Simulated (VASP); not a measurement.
Set up this calculation in VASP 6.6.1, as the native input.

```
Task                   : single point
Functional             : PBE
Dispersion             : D3(BJ)
Potentials or basis    : VASP PAW PBE potentials, release 64 (C, H, N)
Cutoff                 : 520 eV
k mesh                 : 1 × 1 × 1
Occupations            : fermi-dirac, width 0.05 eV
Spin                   : no spin polarisation
Dipole correction      : no
Further INCAR settings : LREAL = Auto; ALGO = Normal; EDIFF = 1e-06; NBANDS = 66
```

The structure of H7C4N lies in POSCAR:

```
H7C4N
1.0
    7.9738730000      0.0000000000      0.0000000000
    0.0000000000      7.9738730000      0.0000000000
    0.0000000000      0.0000000000      7.9738730000
C H N
12 21 3
Direct
    0.2096220996      0.6390244741      0.8263111289
    0.2515339785      0.7923251348      0.7827438436
    0.8129800914      0.7217697097      0.0197645485
    0.8881756707      0.8257593267      0.1314793953
    0.6212037739      0.1936825430      1.1281218048
    0.7414966353      0.2613284661      1.0361088018
    0.3540939265      0.1442335487      0.4449155385
    0.2659309974      0.2054083380      0.5901398229
    0.4721294157      0.6411940596      0.2493643929
    0.3303288126      0.5354737905      0.2577292114
    0.8939319701      0.9869858725      0.6089010949
    0.7317397706      0.9150885649      0.5846719656
    0.1424151099      0.6143438703      0.9416252303
    0.2463169403      0.5312851108      0.7519557936
    0.2253359189      0.9015317901      0.8599585170
    0.3192676884      0.8145727929      0.6637677826
    0.8750076657      0.6080859326     -0.0116003854
    0.6983181197      0.7529465292     -0.0423884353
    1.0094592678      0.7933660343      0.1737173391
    0.8135444344      0.9415499846      0.1568497517
    0.6539732950      0.1397689680      1.2560521092
    0.4914675717      0.1705193950      1.0912263087
    0.8716216072      0.2688154176      1.0795005137
    0.7209670884      0.3072283695      0.9116899655
    0.2806540811      0.1716606221      0.3396467438
    0.4766065374      0.2036024401      0.4236962390
    0.3647161172      0.0053549887      0.4491669230
    0.5722814998      0.5497830226      0.2457149744
    0.4764435049      0.7113857971      0.1273534204
    0.5041715613      0.7360287780      0.3620448934
    1.0003419919      0.8911478776      0.5935007994
    0.9151512697      1.0771678957      0.5036824640
    0.9114140644      1.0548575328      0.7228231501
    0.2019094109      0.2232164972      0.7191486496
    0.2145130729      0.4501074948      0.2300889417
    0.5936512909      0.8704427572      0.5706511754
```

These files were run (other wordings do the same):

INCAR

```
SYSTEM = H7C4N
ALGO = Normal ; EDIFF = 1E-6
ENCUT = 520 ; GGA = PE
ISIF = 2 ; ISMEAR = -1
IVDW = 12 ; LASPH = .True.
LCHARG = .True. ; LELF = .True.
LREAL = Auto ; LVHAR = .True.
LWAVE = .False. ; NBANDS = 66
NELM = 80 ; PREC = Accurate
SIGMA = 0.05
```

KPOINTS

```
k-points
0
Gamma
  1 1 1
  0 0 0
```

Potentials or basis: VASP PAW PBE potentials, release 64 (C, H, N).

Launch:

```sh
$ cat potpaw_PBE.64/C/POTCAR potpaw_PBE.64/H/POTCAR potpaw_PBE.64/N/POTCAR > POTCAR
$ mpirun -np 1 vasp_gam > vasp.out
```

Results of the run:

```
Pressure                   : 0.7 GPa
Largest force              : 3.253 eV/Å
Band gap on the k mesh     : 4.94 eV
Dispersion energy per atom : -0.041 eV
```

Caveat: the k points lie up to 0.79 Å⁻¹ apart.

Run time: 49 s on 1 thread of Intel(R) Xeon(R) Platinum 8488C (Sapphire Rapids) (shared host), peak memory 0.47 GiB.
